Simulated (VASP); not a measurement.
Crystal: CaH4.

```
Ca H
1.0
     3.73310    0.00000    0.00000
     0.00000    3.73310    0.00000
     0.00000    0.00000    3.73310
Ca H
1 4
Direct
  0.00000 0.00000 0.00000
  0.50000 0.00000 0.00000
  0.00000 0.50000 0.00000
  0.00000 0.00000 0.50000
  0.50000 0.50000 0.50000
```

| Item | Value |
| --- | --- |
| Program | VASP 6.6.1 |
| Task | relaxation of cell and atoms |
| Functional | PBE |
| Potentials or basis | VASP PAW PBE potentials, release 64 (Ca_sv, H) |
| Cutoff | 600 eV |
| k mesh | 6 × 6 × 6 |
| Occupations | gaussian, width 0.1 eV |
| Spin | no spin polarisation |

At the start: pressure 12.4 GPa; volume 10.40 Å³/atom.

How do energy, volume and symmetry change on relaxing?

Over 4 steps the energy falls by 123.4 meV/atom and the volume is 14.33 Å³/atom (+37.7 %); space group Pm-3m (No. 221, to 0.05 Å).

Step by step:
```
step  energy change (eV)  largest force (eV/Å)  pressure (GPa)  volume (Å³)
   1              0.0000                0.0000           12.43        52.02
   2             -0.3693                0.0000            6.71        58.34
   3             -0.6071                0.0000            1.08        68.99
   4             -0.6172                0.0000            0.16        71.65
```

Final structure:
```cif
data_structure
_symmetry_space_group_name_H-M 'P 1'
_symmetry_Int_Tables_number 1
_cell_length_a 4.1534
_cell_length_b 4.1534
_cell_length_c 4.1534
_cell_angle_alpha 90.000
_cell_angle_beta 90.000
_cell_angle_gamma 90.000
_cell_volume 71.65
loop_
_atom_site_label
_atom_site_type_symbol
_atom_site_fract_x
_atom_site_fract_y
_atom_site_fract_z
_atom_site_occupancy
Ca1 Ca 0.00000 0.00000 0.00000 1
H1 H 0.50000 0.00000 0.00000 1
H2 H 0.00000 0.50000 0.00000 1
H3 H 0.00000 0.00000 0.50000 1
H4 H 0.50000 0.50000 0.50000 1
```

Caveat: the volume moved by over 15 % at a fixed basis, so the end points are rough.
